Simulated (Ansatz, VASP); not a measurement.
## Pd: VASP beside Ansatz

```
Pd
1.0
     0.00000    1.93822    1.93822
     1.93822    0.00000    1.93822
     1.93822    1.93822    0.00000
Pd
1
Direct
  0.00000 0.00000 0.00000
```

Alike in both runs: functional PBEsol; k mesh 19 × 19 × 19; occupations fermi-dirac, width 0.05 eV; no spin polarisation.

Ansatz relaxed the structure, and its values are those at the end. VASP's run is a single point on that final structure, the one shown.

|  | VASP | Ansatz |
| --- | --- | --- |
| version | VASP 6.6.1 | Ansatz 0.2.0 |
| potentials or method | VASP PAW PBE potentials, release 64 (Pd) | PAW with Ansatz's default frozen-core files, scalar-relativistic |
| plane-wave cutoff (eV) | 520 | 420 |
| valence electrons in the cell | 10 | 18 |

Ansatz gave:

```
pressure (GPa) : 0.0
```

Estimate VASP's values.

pressure (GPa): -0.3.

VASP's potentials were made for PBE, not for PBEsol. With one functional, cell and mesh, what is left measures potentials, basis and numerics. VASP's potentials hold 10 valence electrons a cell and Ansatz's 18, so a difference there can come from the potentials and not from the codes.
